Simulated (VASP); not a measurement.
Input of a VASP 6.6.1 run:

POSCAR

```
Ru
1.0
    2.7058000000      0.0000000000      0.0000000000
   -1.3529000000      2.3432915376      0.0000000000
    0.0000000000      0.0000000000      4.2819000000
Ru
2
Direct
    0.6666666667      0.3333333333      0.7500000000
    0.3333333333      0.6666666667      0.2500000000
```

The input INCAR.step1:

```
PREC = Accurate
ENCUT = 520
ISMEAR = 0
SIGMA = 0.1
LREAL = False
LASPH = True
NELM = 80
NBANDS = 21
GGA = PE
ALGO = Normal
EDIFF = 1E-4
LWAVE = True
LCHARG = False
```

INCAR.step2

```
PREC = Accurate
ENCUT = 520
EDIFF = 1E-6
ISMEAR = 0
SIGMA = 0.1
LREAL = False
LASPH = True
NELM = 80
ALGO = Normal
ISIF = 2
LWAVE = False
LCHARG = False
METAGGA = R2SCAN
LMIXTAU = True
NBANDS = 21
ISTART = 1
```

The input KPOINTS:

```
regular mesh
0
Gamma
  9 9 5
```

Potentials or basis: VASP PAW PBE potentials, release 64 (Ru_pv).

The run is started by

```sh
$ cat potpaw_PBE.64/Ru_pv/POTCAR > POTCAR
$ cp INCAR.step1 INCAR
$ mpirun -np 1 vasp_std > vasp.out
$ cp INCAR.step2 INCAR
$ mpirun -np 1 vasp_std > vasp.out
```

(1) Predict the pressure.

(2) Estimate the band gap on the k mesh.

Answers

(1) -0.8 GPa.

(2) zero (bands 14 and 15 overlap by 3.17 eV).

Caveat: the PAW data sets were made with another functional, which shifts forces and pressure a little.
